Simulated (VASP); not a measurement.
# ZrF (Pm-3m) in VASP: notebook, part 2 of 2

VASP 6.6.1. Earlier steps stand in the parts before.

**4. Relaxation of cell and atoms, PBE**

This run uses another cell than the first one, of 17.86 Å³/atom.

The input, INCAR:

```
SYSTEM = ZrF
PREC = Accurate
ENCUT = 600
EDIFF = 1E-6
ISMEAR = 0
SIGMA = 0.1
LREAL = .FALSE.
LASPH = .TRUE.
NELM = 60
ALGO = Normal
ISIF = 3
LWAVE = .FALSE.
LCHARG = .FALSE.
GGA = PE
IBRION = 2
NSW = 90
EDIFFG = -0.04
```

The input, KPOINTS:

```
regular mesh
0
G
  6 6 6
  0 0 0
```

The input, POSCAR:

```
ZrF
1.0
    3.2931397900      0.0000000000      0.0000000000
    0.0000000000      3.2931397900      0.0000000000
    0.0000000000      0.0000000000      3.2931397900
Zr F
1 1
Direct
    0.0000000000      0.0000000000      0.0000000000
    0.5000000000      0.5000000000      0.5000000000
```

Potentials or basis: VASP PAW PBE potentials, release 64 (Zr_sv, F).

Launch:

```bash
> cat potpaw_PBE.64/Zr_sv/POTCAR potpaw_PBE.64/F/POTCAR > POTCAR
> mpirun -np 1 vasp_std > vasp.out
```

OUTCAR:

```text
SYSTEM = ZrF
   PREC = Accurate
   ENCUT = 600
   EDIFF = 1E-6
   ISMEAR = 0
   LREAL = .FALSE.
   LASPH = .TRUE.
   NELM = 60
   ISIF = 3
   GGA = PE
   IBRION = 2
   NSW = 90
   EDIFFG = -0.04

 ion  position               nearest neighbor table
   1  0.000  0.000  0.000-   2 2.85   2 2.85   2 2.85   2 2.85   2 2.85   2 2.85   2 2.85   2 2.85

   2  0.500  0.500  0.500-   1 2.85   1 2.85   1 2.85   1 2.85   1 2.85   1 2.85   1 2.85   1 2.85

  LATTYP: Found a simple cubic cell.
 ALAT       =     3.2931397900

  Lattice vectors:

 A1 = (   3.2931397900,   0.0000000000,   0.0000000000)
 A2 = (   0.0000000000,   3.2931397900,   0.0000000000)
 A3 = (   0.0000000000,   0.0000000000,   3.2931397900)

Analysis of symmetry for initial positions (statically):
=====================================================================
 Subroutine PRICEL returns:
 Original cell was already a primitive cell.

 Routine SETGRP: Setting up the symmetry group for a
 simple cubic supercell.

 Subroutine GETGRP returns: Found 48 space group operations
 (whereof 48 operations were pure point group operations)
 out of a pool of 48 trial point group operations.

The static configuration has the point symmetry O_h .

Analysis of symmetry for dynamics (positions and initial velocities):
=====================================================================
 Subroutine PRICEL returns:
 Original cell was already a primitive cell.

 Routine SETGRP: Setting up the symmetry group for a
 simple cubic supercell.

 Subroutine GETGRP returns: Found 48 space group operations
 (whereof 48 operations were pure point group operations)
 out of a pool of 48 trial point group operations.

The dynamic configuration has the point symmetry O_h .

 Subroutine INISYM returns: Found 48 space group operations
 (whereof 48 operations are pure point group operations),
 and found     1 'primitive' translations

----------------------------------------------------------------------------------------

                                     Primitive cell

  volume of cell :      35.7133

  direct lattice vectors                    reciprocal lattice vectors
     3.293139790  0.000000000  0.000000000     0.303661570  0.000000000  0.000000000
     0.000000000  3.293139790  0.000000000     0.000000000  0.303661570  0.000000000
     0.000000000  0.000000000  3.293139790     0.000000000  0.000000000  0.303661570

  length of vectors
     3.293139790  3.293139790  3.293139790     0.303661570  0.303661570  0.303661570

  position of ions in fractional coordinates (direct lattice)
     0.000000000  0.000000000  0.000000000
     0.500000000  0.500000000  0.500000000

  ion indices of the primitive-cell ions
   primitive index   ion index
                 1           1
[... 107 lines left out ...]

--------------------------------------- Ionic step        1  -------------------------------------------

 number of electron      19.0000016 magnetization

 Free energy of the ion-electron system (eV)
  ---------------------------------------------------
  ext. energy  EPLUGINS =         0.00000000
  ---------------------------------------------------
  free energy    TOTEN  =       -12.10929021 eV

  energy without entropy =      -12.09156632  energy(sigma->0) =      -12.10042827

------------------------ aborting loop because EDIFF is reached ----------------------------------------

  FORCE on cell =-STRESS in cart. coord.  units (eV):
  Direction    XX          YY          ZZ          XY          YZ          ZX
  --------------------------------------------------------------------------------------
  -------------------------------------------------------------------------------------
  Total       -2.3011167     -2.3011167     -2.3011167      0.0000000     -0.0000000      0.0000000
  in kB     -103.2330432   -103.2330432   -103.2330432      0.0000000     -0.0000000      0.0000000
  external PRESSURE =    -103.2330432 kB  Pullay stress =       0.0000000 kB

 VOLUME and BASIS-vectors are now :
 -----------------------------------------------------------------------------
  energy-cutoff  :      600.00
  volume of cell :       35.71
      direct lattice vectors                 reciprocal lattice vectors
     3.293139790  0.000000000  0.000000000     0.303661570  0.000000000  0.000000000
     0.000000000  3.293139790  0.000000000     0.000000000  0.303661570  0.000000000
     0.000000000  0.000000000  3.293139790     0.000000000  0.000000000  0.303661570

 POSITION                                       TOTAL-FORCE (eV/Angst)
 -----------------------------------------------------------------------------------
      0.00000      0.00000      0.00000         0.000000      0.000000      0.000000
      1.64657      1.64657      1.64657         0.000000      0.000000      0.000000
 -----------------------------------------------------------------------------------
    total drift:                                0.000000      0.000000      0.000000

  FREE ENERGIE OF THE ION-ELECTRON SYSTEM (eV)
  ---------------------------------------------------
  free  energy   TOTEN  =       -12.1092902131 eV

  energy  without entropy=      -12.0915663241  energy(sigma->0) =      -12.10042827

--------------------------------------- Ionic step        2  -------------------------------------------

 number of electron      18.9999999 magnetization

 Free energy of the ion-electron system (eV)
  ---------------------------------------------------
  ext. energy  EPLUGINS =         0.00000000
  ---------------------------------------------------
  free energy    TOTEN  =       -12.32109826 eV

  energy without entropy =      -12.31294374  energy(sigma->0) =      -12.31702100

 E-fermi :   9.1183     XC(G=0): -11.2092

 val. band max:        9.0848789269   @ k =   0.3333   0.1667   0.0000
 cond. band min:       9.2326035470   @ k =   0.3333   0.3333   0.1667
 fundamental gap:      0.1477246201
 Fermi energy:         9.1182761501

 k-point     1 :       0.0000    0.0000    0.0000
  band No.  band energies     occupation
      1     -40.3213      2.00000
      2     -18.0445      2.00000
      3     -18.0445      2.00000
      4     -18.0445      2.00000
      5     -16.9552      2.00000
      6       2.0222      2.00000
      7       2.0222      2.00000
      8       2.0222      2.00000
      9       6.5420      2.00000
     10       6.9094      2.00000
     11       6.9095      2.00000
     12      12.7631      0.00000
     13      12.7631      0.00000
[... 290 lines left out ...]
  band No.  band energies     occupation
      1     -40.1188      2.00000
      2     -18.5485      2.00000
      3     -18.5485      2.00000
      4     -18.5485      2.00000
      5     -16.6288      2.00000
      6       0.5032      2.00000
      7       0.5032      2.00000
      8       0.5032      2.00000
      9      10.2688      0.00000
     10      10.2688      0.00000
     11      10.2688      0.00000
     12      14.5459      0.00000
     13      14.5459      0.00000

------------------------ aborting loop because EDIFF is reached ----------------------------------------

  FORCE on cell =-STRESS in cart. coord.  units (eV):
  Direction    XX          YY          ZZ          XY          YZ          ZX
  --------------------------------------------------------------------------------------
  -------------------------------------------------------------------------------------
  Total        0.0462426      0.0462426      0.0462426     -0.0000000     -0.0000000     -0.0000000
  in kB        2.4622077      2.4622077      2.4622077     -0.0000000     -0.0000000     -0.0000000
  external PRESSURE =       2.4622077 kB  Pullay stress =       0.0000000 kB

 VOLUME and BASIS-vectors are now :
 -----------------------------------------------------------------------------
  energy-cutoff  :      600.00
  volume of cell :       30.09
      direct lattice vectors                 reciprocal lattice vectors
     3.110350809 -0.000000000  0.000000000     0.321507142 -0.000000000 -0.000000000
     0.000000000  3.110350809 -0.000000000     0.000000000  0.321507142  0.000000000
     0.000000000 -0.000000000  3.110350809    -0.000000000  0.000000000  0.321507142

 POSITION                                       TOTAL-FORCE (eV/Angst)
 -----------------------------------------------------------------------------------
      0.00000      0.00000      0.00000        -0.000000      0.000000      0.000000
      1.55518      1.55518      1.55518         0.000000     -0.000000      0.000000
 -----------------------------------------------------------------------------------
    total drift:                                0.000000      0.000000      0.000000

  FREE ENERGIE OF THE ION-ELECTRON SYSTEM (eV)
  ---------------------------------------------------
  free  energy   TOTEN  =       -12.3210982617 eV

  energy  without entropy=      -12.3129437374  energy(sigma->0) =      -12.31702100

 reached required accuracy - stopping structural energy minimisation
```

CONTCAR:

```text
ZrF
   1.00000000000000
     3.1103508094925392   -0.0000000000000000    0.0000000000000000
     0.0000000000000000    3.1103508094925392   -0.0000000000000000
     0.0000000000000000   -0.0000000000000000    3.1103508094925392
  Zr              F
     1     1
Direct
     0.0000000000000000    0.0000000000000000    0.0000000000000000
     0.5000000000000000    0.5000000000000000    0.5000000000000000

  0.00000000E+00  0.00000000E+00  0.00000000E+00
  0.00000000E+00  0.00000000E+00  0.00000000E+00
```

It took 9 s on 1 thread of Intel Xeon 6975P-C (Granite Rapids), shared host; peak memory 0.16 GiB.

Results:

| Quantity | Value |
| --- | --- |
| Free energy | -12.3211 eV |
| Relaxed volume | 15.05 Å³/atom |
| Relaxed cell | a = 3.110 Å, b = 3.110 Å, c = 3.110 Å, α = 90.00°, β = 90.00°, γ = 90.00° |
| Space group after relaxing (to 0.1 Å) | Pm-3m (No. 221) |
| Energy gained by relaxing | 105.9 meV/atom |
| Ionic steps | 2 |
| Pressure after relaxing | 0.2 GPa |
| Band gap on the k mesh | zero (an odd number of electrons rules out a gap without spin polarisation) |

Step by step:
```
step  energy change (eV)  largest force (eV/Å)  pressure (GPa)  volume (Å³)
   1              0.0000                0.0000          -10.32        35.71
   2             -0.2118                0.0000            0.25        30.09
```

Final structure:
```yaml
crystal:
  lattice:
    - [3.11035, 0.00000, 0.00000]
    - [0.00000, 3.11035, 0.00000]
    - [0.00000, 0.00000, 3.11035]
  atoms:
    - { symbol: Zr, position: [0.00000, 0.00000, 0.00000] }
    - { symbol: F, position: [0.50000, 0.50000, 0.50000] }
```

Caveat: the volume moved by over 15 % at a fixed basis, so the end points are rough; an odd number of electrons without spin polarisation forces a metal; a magnetic or distorted state may lie lower.

**5. Single point, PBE**

This run uses another cell than the first one, of 15.25 Å³/atom.

The input, INCAR:

```
SYSTEM = ZrF
PREC = Accurate ; ENCUT = 520
EDIFF = 1E-6 ; ISMEAR = 0
SIGMA = 0.1 ; LREAL = .FALSE.
LASPH = .TRUE. ; NELM = 80
ALGO = Normal ; ISIF = 2
LWAVE = .FALSE. ; LCHARG = .FALSE.
GGA = PE ; NBANDS = 16
```

The input, KPOINTS:

```
regular mesh
0
G
  18 18 18
  0 0 0
```

The input, POSCAR:

```
ZrF
1.0
    3.1241698620      0.0000000000      0.0000000000
    0.0000000000      3.1241698620      0.0000000000
    0.0000000000      0.0000000000      3.1241698620
Zr F
1 1
Direct
    0.0000000000      0.0000000000      0.0000000000
    0.5000000000      0.5000000000      0.5000000000
```

Launch:

```bash
> cat potpaw_PBE.64/Zr_sv/POTCAR potpaw_PBE.64/F/POTCAR > POTCAR
> mpirun -np 1 vasp_std > vasp.out
```

Wall time 22 s (1 thread of Intel Xeon 6975P-C (Granite Rapids), shared host); peak memory 0.21 GiB.

It converged, with:

- Free energy: -12.2846 eV
- Pressure: -0.1 GPa
- Band gap on the k mesh: zero (an odd number of electrons rules out a gap without spin polarisation)

Levels at points of the mesh, in eV from the Fermi level:
```tsv
k point	band 8	band 9	band 10	band 11	band 12	band 13
(0.00, 0.00, 0.00)	-7.03	-2.71	-2.30	-2.30	3.44	3.44
(0.50, 0.00, 0.00)	-7.21	-1.55	0.11	2.29	2.29	2.82
(0.50, 0.50, 0.00)	-6.89	-1.47	-1.25	1.54	1.54	5.02
(0.50, 0.50, 0.50)	-8.53	1.02	1.02	1.02	5.17	5.17
```

Caveat: an odd number of electrons without spin polarisation forces a metal; a magnetic or distorted state may lie lower.

**6. Relaxation of cell and atoms, PBE**

The input, INCAR:

```
ALGO = Normal
EDIFF = 1E-7
EDIFFG = -0.01
ENCUT = 600
GGA = PE
IBRION = 2
ISIF = 3
ISMEAR = 0
LASPH = True
LCHARG = False
LREAL = False
LWAVE = False
NELM = 60
NSW = 100
PREC = Accurate
SIGMA = 0.1
```

The input, KPOINTS:

```
k-points
0
Gamma
  18 18 18
```

The input, POSCAR:

```
ZrF
1.0
    3.1152472219      0.0000000000      0.0000000000
    0.0000000000      3.1152472219      0.0000000000
    0.0000000000      0.0000000000      3.1152472219
Zr F
1 1
Direct
    0.0000000000      0.0000000000      0.0000000000
    0.5000000000      0.5000000000      0.5000000000
```

Potentials or basis: VASP PAW PBE potentials, release 64 (Zr_sv, F).

Launch:

```bash
> cat potpaw_PBE.64/Zr_sv/POTCAR potpaw_PBE.64/F/POTCAR > POTCAR
> mpirun -np 1 vasp_std > vasp.out
```

Wall time 84 s (1 thread of Intel Xeon 6975P-C (Granite Rapids), shared host); peak memory 0.25 GiB.

The run converged. Its results:

```
Free energy                           : -12.2854 eV
Relaxed volume                        : 15.23 Å³/atom
Relaxed cell                          : a = 3.123 Å, b = 3.123 Å, c = 3.123 Å, α = 90.00°, β = 90.00°, γ = 90.00°
Space group after relaxing (to 0.1 Å) : Pm-3m (No. 221)
Energy gained by relaxing             : 0.2 meV/atom
Ionic steps                           : 3
Pressure after relaxing               : 0.0 GPa
Band gap on the k mesh                : zero (an odd number of electrons rules out a gap without spin polarisation)
```

The path:
```tsv
step	energy change (eV)	largest force (eV/Å)	pressure (GPa)	volume (Å³)
1	0.0000	0.0000	0.64	30.23
2	-0.0004	0.0000	-0.12	30.50
3	-0.0004	0.0000	0.00	30.45
```

Final structure:
```xyz
2
Lattice="3.1228 0.0000 0.0000 0.0000 3.1228 0.0000 0.0000 0.0000 3.1228" Properties=species:S:1:pos:R:3 pbc="T T T"
Zr    0.0000    0.0000    0.0000
F     1.5614    1.5614    1.5614
```

Levels at points of the mesh, in eV from the Fermi level:
| k point | band 8 | band 9 | band 10 | band 11 | band 12 | band 13 |
| --- | --- | --- | --- | --- | --- | --- |
| (0.00, 0.00, 0.00) | -7.04 | -2.71 | -2.31 | -2.31 | 3.44 | 3.44 |
| (0.50, 0.00, 0.00) | -7.22 | -1.55 | 0.11 | 2.29 | 2.29 | 2.83 |
| (0.50, 0.50, 0.00) | -6.90 | -1.48 | -1.26 | 1.54 | 1.54 | 5.02 |
| (0.50, 0.50, 0.50) | -8.55 | 1.02 | 1.02 | 1.02 | 5.18 | 5.18 |

Caveat: an odd number of electrons without spin polarisation forces a metal; a magnetic or distorted state may lie lower.

**7. Summary**

```csv
task,cell,k mesh,cutoff (eV),gap on the mesh (eV),pressure (GPa),relaxed volume (Å³/atom)
single point,"a = 3.115 Å, 2 atoms",6 × 6 × 6,520,none,-0.1,-
single point,"a = 3.293 Å, 2 atoms",6 × 6 × 6,520,none,-10.3,-
relaxation of cell and atoms,"relaxed from a = 3.293 Å, 2 atoms",6 × 6 × 6,600,none,0.2,15.05
single point,"a = 3.124 Å, 2 atoms",18 × 18 × 18,520,none,-0.1,-
relaxation of cell and atoms,"relaxed from a = 3.115 Å, 2 atoms",18 × 18 × 18,600,none,0.0,15.23
```

Alike in all rows: level PBE; potentials or basis VASP PAW PBE potentials, release 64 (Zr_sv, F); no spin polarisation; smearing gaussian 0.1 eV.

Caveats: an odd number of electrons without spin polarisation forces a metal; a magnetic or distorted state may lie lower; the cell stands under tension (at least some runs); the volume moved by over 15 % at a fixed basis, so the end points are rough (at least some runs).

Absolute energies hang on the potentials; compare differences alone.
